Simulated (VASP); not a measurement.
Set up this calculation in VASP 6.6.1, as the native input.

```
Task                   : single point
Functional             : PBE
Potentials or basis    : VASP PAW PBE potentials, release 64 (Au)
Cutoff                 : 520 eV
k mesh                 : 13 × 13 × 5
Occupations            : fermi-dirac, width 0.05 eV
Spin                   : no spin polarisation
Dipole correction      : no
Further INCAR settings : ALGO = Normal; EDIFF = 1e-06; NBANDS = 24
```

The structure of Au lies in POSCAR:

```
Au
1.0
    0.0000000000      2.0789639816     -2.0789639816
   -2.0789639816      0.0000000000      2.0789639816
    4.1579279633      4.1579279633      4.1579279633
Au
3
Direct
    0.0000000000      0.0000000000      0.0000000000
    0.3333333330      0.6666666670      0.3333333330
    0.6666666670      0.3333333330      0.6666666670
```

These files were run (other wordings do the same):

INCAR

```
PREC = Accurate
ENCUT = 520
EDIFF = 1E-6
ISMEAR = -1
SIGMA = 0.05
LREAL = False
LASPH = True
NELM = 80
ALGO = Normal
ISIF = 2
LWAVE = False
LCHARG = False
GGA = PE
NBANDS = 24
```

KPOINTS

```
Automatic mesh
0
Gamma
  13 13 5
```

Potentials or basis: VASP PAW PBE potentials, release 64 (Au).

Command:

```sh
$ cat potpaw_PBE.64/Au/POTCAR > POTCAR
$ mpirun -np 1 vasp_std > vasp.out
```

Results of the run:

```
Pressure : -0.4 GPa
```

It took 2.8 min on 1 thread of AMD EPYC 7R13, with other jobs on the host, peak memory 0.21 GiB.
